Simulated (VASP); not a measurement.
Runs of VASP 6.6.1 on Sn. The structure is that of space group I4_1/amd (No. 141), or close to it. The cells are those of the table. 

| task | cell | gap on the mesh (eV) | pressure (GPa) | largest force (eV/Å) |
| --- | --- | --- | --- | --- |
| single point | a = 4.381 Å, angles 97.6, 97.6, 137.4°, 2 atoms | none | 3.9 | - |
| single point | a = 4.458, b = 4.458, c = 4.424 Å, angles 97.9, 97.9, 138.2°, 2 atoms | none | 2.6 | 0.07 |
| electric field gradients | a = 4.535 Å, angles 97.1, 97.1, 138.9°, 2 atoms | none | (b) | - |
| electric field gradients | a = 4.434 Å, angles 97.4, 97.4, 137.8°, 2 atoms | none | 2.0 | - |
| electric field gradients | a = 4.449 Å, angles 97.4, 97.4, 137.8°, 2 atoms | none | 1.5 | - |
| single point | a = 4.497 Å, angles 97.2, 97.2, 138.6°, 2 atoms | none | 0.4 | - |
| electric field gradients | a = 4.458, b = 4.458, c = 4.424 Å, angles 97.9, 97.9, 138.2°, 2 atoms | none | 2.6 | 0.07 |
| single point | a = 4.305 Å, angles 97.8, 97.8, 136.6°, 2 atoms | none | (a) | - |

Alike in all rows: level PBE; potentials or basis VASP PAW PBE potentials, release 64 (Sn_d); no spin polarisation; k mesh 15 × 15 × 15; cutoff (eV) 520; smearing fermi-dirac 0.05 eV.

Q: Estimate the missing entries.

A: (a) 6.9; (b) -0.5.

Caveats: spin-orbit coupling is left out, which moves the levels of the heavy elements; the cell stands under pressure (at least some runs).

A k mesh can miss the band edges, and the runs leave out spin-orbit coupling on Sn.

A gap of «none» marks levels without a gap at the run's occupations.
